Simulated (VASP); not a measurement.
Crystal: Co.

```
Co
1.0
     2.48837    0.00000    0.00000
    -1.24419    2.15499    0.00000
     0.00000    0.00000    4.04777
Co
2
Direct
  0.66667 0.33333 0.75000
  0.33333 0.66667 0.25000
```

This cell differs from its parent crystal: volume scaled by 1.02.

Base run:

| Item | Value |
| --- | --- |
| Program | VASP 6.6.1 |
| Functional | LDA |
| Potentials or basis | VASP PAW LDA potentials, release 64 (Co) |
| Cutoff | 520 eV |
| k mesh | 12 × 12 × 7 |
| Occupations | fermi-dirac, width 0.05 eV |
| Spin | collinear spin, ferromagnetic start |
| Starting moments | [2.0, 2.0] μB |

Its results: pressure -19.2 GPa; net moment 3.06 μB per cell; site moments Co +1.53 μB.

Task: The run is repeated on the same cell with these changes: functional from LDA to PBEsol; potentials or basis from VASP PAW LDA potentials, release 64 (Co) to VASP PAW PBE potentials, release 64 (Co). What comes out?

Result: Pressure -10.4 GPa; net moment 3.23 μB per cell; site moments Co +1.63 μB.

Caveats: the PAW data sets were made with another functional, which shifts forces and pressure a little (some runs).
